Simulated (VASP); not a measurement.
Here is a VASP 6.6.1 calculation.

File INCAR:

```
SYSTEM = Al2Ru
ALGO     = Fast           ! electronic algorithm
EDIFF    = 1E-7           ! SCF threshold, eV
ENCUT    = 520            ! plane-wave cutoff, eV
GGA      = PS             ! functional
ISIF     = 2              ! what is computed and relaxed
ISMEAR   = 0              ! smearing method
LASPH    = .TRUE.         ! aspherical terms in the spheres
LCHARG   = .FALSE.        ! write CHGCAR
LREAL    = .FALSE.        ! projectors in reciprocal space
LWAVE    = .FALSE.        ! write WAVECAR
NBANDS   = 17             ! bands
NELM     = 60             ! most SCF steps
PREC     = Accurate       ! precision mode
SIGMA    = 0.15           ! smearing width, eV
```

Contents of KPOINTS:

```
k-points
0
G
  22 22 22
  0 0 0
```

The input POSCAR:

```
Al2Ru
1.0
   -1.5138585155      1.5138585155      4.0852055116
    1.5138585155     -1.5138585155      4.0852055116
    1.5138585155      1.5138585155     -4.0852055116
Al Ru
2 1
Direct
    0.6590760825      0.6590760825      0.0000000000
    0.3409239175      0.3409239175      0.0000000000
    0.0000000000      0.0000000000      0.0000000000
```

Potentials or basis: VASP PAW PBE potentials, release 64 (Al, Ru_pv).

Command:

```console
$ cat potpaw_PBE.64/Al/POTCAR potpaw_PBE.64/Ru_pv/POTCAR > POTCAR
$ mpirun -np 1 vasp_std > vasp.out
```

Estimate the band gap on the k mesh.

zero (bands 10 and 11 overlap by 0.19 eV).

What does it give for the pressure?

20.5 GPa.

Stress tensor (GPa, compression positive):
```
20.20  0.00  0.00
 0.00 20.20  0.00
 0.00  0.00 21.13
```

Caveat: the cell differs from its parent crystal (strain -0.030 along x and y, -0.030 along z); the cell stands under pressure; the PAW data sets were made with another functional, which shifts forces and pressure a little.
